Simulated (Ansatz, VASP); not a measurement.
Ta4C3: VASP beside Ansatz

File POSCAR:

```
Ta4C3
1.0
    4.4247933884      0.0000000000      0.0000000000
    0.0000000000      4.4247933884      0.0000000000
    0.0000000000      0.0000000000      4.4247933884
Ta C
4 3
Direct
    0.0000000000      0.5000000000      0.5000000000
    0.5000000000      0.0000000000      0.5000000000
    0.5000000000      0.5000000000      0.0000000000
    0.0000000000      0.0000000000      0.0000000000
    0.5000000000      0.0000000000      0.0000000000
    0.0000000000      0.5000000000      0.0000000000
    0.0000000000      0.0000000000      0.5000000000
```

INCAR.step1

```
SYSTEM = Ta4C3
ALGO     = Normal         ! electronic algorithm
EDIFF    = 1E-4           ! SCF threshold, eV
ENCUT    = 520            ! plane-wave cutoff, eV
GGA      = PE             ! functional
ISMEAR   = 0              ! smearing method
LASPH    = .True.         ! aspherical terms in the spheres
LCHARG   = .False.        ! write CHGCAR
LREAL    = .False.        ! projectors in reciprocal space
LWAVE    = .True.         ! write WAVECAR
NBANDS   = 37             ! bands
NELM     = 100            ! most SCF steps
PREC     = Accurate       ! precision mode
SIGMA    = 0.15           ! smearing width, eV
```

Contents of INCAR.step2:

```
SYSTEM = Ta4C3
ALGO     = Normal         ! electronic algorithm
EDIFF    = 1E-6           ! SCF threshold, eV
ENCUT    = 520            ! plane-wave cutoff, eV
ISIF     = 2              ! what is computed and relaxed
ISMEAR   = 0              ! smearing method
ISTART   = 1            
LASPH    = .True.         ! aspherical terms in the spheres
LCHARG   = .True.         ! write CHGCAR
LELF     = .True.         ! ELF
LMIXTAU  = .True.       
LREAL    = .False.        ! projectors in reciprocal space
LVHAR    = .True.       
LWAVE    = .False.        ! write WAVECAR
METAGGA  = R2SCAN         ! meta-GGA
NBANDS   = 37             ! bands
NELM     = 100            ! most SCF steps
PREC     = Accurate       ! precision mode
SIGMA    = 0.15           ! smearing width, eV
```

Contents of KPOINTS:

```
k-points
0
Gamma
  8 8 8
  0 0 0
```

Input for Ansatz:

```yaml
crystal:
  lattice:
    - [4.4247933884, 0.0, 0.0]
    - [0.0, 4.4247933884, 0.0]
    - [0.0, 0.0, 4.4247933884]
  atoms:
    - { symbol: Ta, position: [0.0, 0.5, 0.5] }
    - { symbol: Ta, position: [0.5, 0.0, 0.5] }
    - { symbol: Ta, position: [0.5, 0.5, 0.0] }
    - { symbol: Ta, position: [0.0, 0.0, 0.0] }
    - { symbol: C, position: [0.5, 0.0, 0.0] }
    - { symbol: C, position: [0.0, 0.5, 0.0] }
    - { symbol: C, position: [0.0, 0.0, 0.5] }
basis:
  ecutwfc: 500
kpoints:
  mp_grid: { grid: [8, 8, 8] }
hamiltonian:
  xc: r2scan
scf:
  occupations: { method: gaussian, width: 0.15 }
output:
  forces: true
  stress: true
  eigenvalues: true
  write_density: true
  write_potential: true
  elf: true
  volumetric_format: npy
```

Alike in both runs: task single point; functional r2SCAN; k mesh 8 × 8 × 8; occupations gaussian, width 0.15 eV; no spin polarisation.

|  | VASP | Ansatz |
| --- | --- | --- |
| version | VASP 6.6.1 | Ansatz 0.2.0 |
| potentials or method | VASP PAW PBE potentials, release 64 (Ta_pv, C), cutoff 520 eV | scalar-relativistic, plane waves, PAW |
| valence electrons in the cell | 56 | 64 |

|  | VASP | Ansatz | Ansatz less VASP |
| --- | --- | --- | --- |
| gap on the k mesh at the Fermi level (eV) | none | none | - |
| pressure (GPa) | 1.1 | 0.0 | -1.07 |

VASP's potentials were made for PBE, not for r2SCAN. A gap of «none» marks a metal or a gap that the smearing closes. With one functional, cell and mesh, what is left measures potentials, basis and numerics. VASP's potentials hold 56 valence electrons a cell and Ansatz's 64, so a difference there can come from the potentials and not from the codes.

Spin-orbit coupling is off throughout.
